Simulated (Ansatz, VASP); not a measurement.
**One calculation of Ru, two programs**

File INCAR:

```
SYSTEM = Ru
ALGO = Normal
EDIFF = 1E-6
EDIFFG = -0.01
ENCUT = 600
GGA = PE
IBRION = 2
ISIF = 3
ISMEAR = 0
LASPH = .TRUE.
LCHARG = .FALSE.
LREAL = .FALSE.
LWAVE = .FALSE.
NELM = 80
NSW = 100
PREC = Accurate
SIGMA = 0.1
```

File KPOINTS:

```
k-points
0
G
  14 14 14
  0 0 0
```

Contents of POSCAR:

```
Ru
1.0
    0.0000000000      2.7268725524      2.7268725524
    2.7268725524      0.0000000000      2.7268725524
    2.7268725524      2.7268725524      0.0000000000
Ru
2
Direct
    0.0000000000      0.0000000000      0.0000000000
    0.2500000000      0.2500000000      0.2500000000
```

Input for Ansatz:

```yaml
crystal:
  lattice:
    - [0.0, 2.7268725524, 2.7268725524]
    - [2.7268725524, 0.0, 2.7268725524]
    - [2.7268725524, 2.7268725524, 0.0]
  atoms:
    - { symbol: Ru, position: [0.0, 0.0, 0.0] }
    - { symbol: Ru, position: [0.25, 0.25, 0.25] }
basis:
  ecutwfc: 420
kpoints:
  mp_grid: { grid: [14, 14, 14] }
hamiltonian:
  xc: pbe
scf:
  occupations: { method: gaussian, width: 0.1 }
output:
  forces: true
  stress: true
  eigenvalues: true
relax:
  adjacent_minimum: "off"
  f_tol: 0.01
  max_steps: 80
  cell: { stress_tol: 0.05 }
```

Alike in both runs: task relaxation of cell and atoms; functional PBE; k mesh 14 × 14 × 14; occupations gaussian, width 0.1 eV; no spin polarisation.

|  | VASP | Ansatz |
| --- | --- | --- |
| version | VASP 6.6.1 | Ansatz 0.2.0 |
| potentials or method | VASP PAW PBE potentials, release 64 (Ru_pv), cutoff 600 eV | scalar-relativistic, plane waves, PAW |
| valence electrons in the cell | 28 | 32 |

Ansatz gave:

```
gap on the k mesh at the Fermi level, each at its own relaxed structure (eV) : none
relaxed volume (Å³/atom)                                                     : 20.29
relaxed length of the cell vector where the two differ most in proportion (Å)              : 3.857
```

**Question.** What did VASP give for the same quantities?

**Answer.** gap on the k mesh at the Fermi level, each at its own relaxed structure (eV): none; relaxed volume (Å³/atom): 20.31; relaxed length of the cell vector where the two differ most in proportion (Å): 3.858.

A gap of «none» marks a metal or a gap that the smearing closes. VASP's potentials hold 28 valence electrons a cell and Ansatz's 32, so a difference there can come from the potentials and not from the codes.
